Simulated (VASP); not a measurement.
Wanted: the native input for a VASP 6.6.1 run.

```yaml
Task: single point
Functional: LDA
Potentials_or_basis: VASP PAW LDA potentials, release 64 (Ca_sv, Al, Ge_d)
Cutoff: 520 eV
k_mesh: 6 × 6 × 4
Occupations: fermi-dirac, width 0.1 eV
Spin: no spin polarisation
Dipole_correction: no
Further_INCAR_settings: ALGO = Normal; EDIFF = 1e-06; NBANDS = 30
```

The structure of CaAl2Ge2 lies in POSCAR:

```
CaAl2Ge2
1.0
    4.0317871212      0.0000000000      0.0000000000
   -2.0158935606      3.4916344301      0.0000000000
    0.0000000000      0.0000000000      6.9290276665
Ca Al Ge
1 2 2
Direct
    0.0000000000      0.0000000000      0.0000000000
    0.3333333333      0.6666666667      0.6293000000
    0.6666666667      0.3333333333      0.3707000000
    0.3333333333      0.6666666667      0.2621700000
    0.6666666667      0.3333333333      0.7378300000
```

The input as run:

INCAR

```
SYSTEM = CaAl2Ge2
PREC     = Accurate       ! precision mode
ENCUT    = 520            ! plane-wave cutoff, eV
EDIFF    = 1E-6           ! SCF threshold, eV
ISMEAR   = -1             ! smearing method
SIGMA    = 0.1            ! smearing width, eV
LREAL    = .FALSE.        ! projectors in reciprocal space
LASPH    = .TRUE.         ! aspherical terms in the spheres
NELM     = 100            ! most SCF steps
ALGO     = Normal         ! electronic algorithm
ISIF     = 2              ! what is computed and relaxed
LWAVE    = .FALSE.        ! write WAVECAR
LCHARG   = .FALSE.        ! write CHGCAR
NBANDS   = 30             ! bands
```

KPOINTS

```
Automatic mesh
0
G
  6 6 4
  0 0 0
```

Potentials or basis: VASP PAW LDA potentials, release 64 (Ca_sv, Al, Ge_d).

Run with:

```sh
$ cat potpaw_LDA.64/Ca_sv/POTCAR potpaw_LDA.64/Al/POTCAR potpaw_LDA.64/Ge_d/POTCAR > POTCAR
$ mpirun -np 1 vasp_std > vasp.out
```

It gave:

- Pressure: 4.7 GPa
- Largest force: 0.489 eV/Å
- Band gap on the k mesh: zero (bands 22 and 23 overlap by 0.57 eV)

Caveat: the cell stands under pressure.

Wall time 70 s on 1 thread of Intel(R) Xeon(R) Platinum 8488C (Sapphire Rapids), with other jobs on the host, peak memory 0.22 GiB.
